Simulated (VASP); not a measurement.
Set up this calculation in VASP 6.6.1, as the native input.

- Task: single point
- Functional: PBEsol
- Potentials or basis: VASP PAW PBE potentials, release 64 (Ta_pv, N)
- Cutoff: 520 eV
- k mesh: 9 × 9 × 10
- Occupations: gaussian, width 0.1 eV
- Spin: no spin polarisation
- Dipole correction: no
- Further INCAR settings: ALGO = Normal; EDIFF = 1e-06; NBANDS = 33

The structure of TaN lies in POSCAR:

```
TaN
1.0
    5.1849992558      0.0000000000      0.0000000000
   -2.5924996279      4.4903410741      0.0000000000
    0.0000000000      0.0000000000      2.9080000000
Ta N
3 3
Direct
    0.0000000000      0.0000000000      0.0000000000
    0.3333333333      0.6666666667      0.5154745530
    0.6666666667      0.3333333333      0.5000000000
    0.5000000000      0.0000000000      0.0000000000
    0.5000000000      0.5000000000      0.0000000000
    0.0000000000      0.5000000000      0.0000000000
```

This cell differs from its parent crystal: one atom moved.

The input as run:

INCAR

```
SYSTEM = TaN
ALGO     = Normal         ! electronic algorithm
EDIFF    = 1E-6           ! SCF threshold, eV
ENCUT    = 520            ! plane-wave cutoff, eV
GGA      = PS             ! functional
ISIF     = 2              ! what is computed and relaxed
ISMEAR   = 0              ! smearing method
LASPH    = .TRUE.         ! aspherical terms in the spheres
LCHARG   = .FALSE.        ! write CHGCAR
LREAL    = .FALSE.        ! projectors in reciprocal space
LWAVE    = .FALSE.        ! write WAVECAR
NBANDS   = 33             ! bands
NELM     = 80             ! most SCF steps
PREC     = Accurate       ! precision mode
SIGMA    = 0.1            ! smearing width, eV
```

KPOINTS

```
k-points
0
G
  9 9 10
  0 0 0
```

Potentials or basis: VASP PAW PBE potentials, release 64 (Ta_pv, N).

Command:

```bash
$ cat potpaw_PBE.64/Ta_pv/POTCAR potpaw_PBE.64/N/POTCAR > POTCAR
$ mpirun -np 1 vasp_std > vasp.out
```

It gave:

The pressure is 2.7 GPa, the largest force is 0.990 eV/Å and the band gap on the k mesh is zero (bands 24 and 25 overlap by 2.23 eV).

Caveat: the cell differs from its parent crystal (one atom moved); the PAW data sets were made with another functional, which shifts forces and pressure a little; spin-orbit coupling is left out, which moves the levels of the heavy elements.

Run time: 80 s on 1 thread of Intel(R) Xeon(R) 6975P-C (Granite Rapids), with other jobs on the host, peak memory 0.3 GiB.
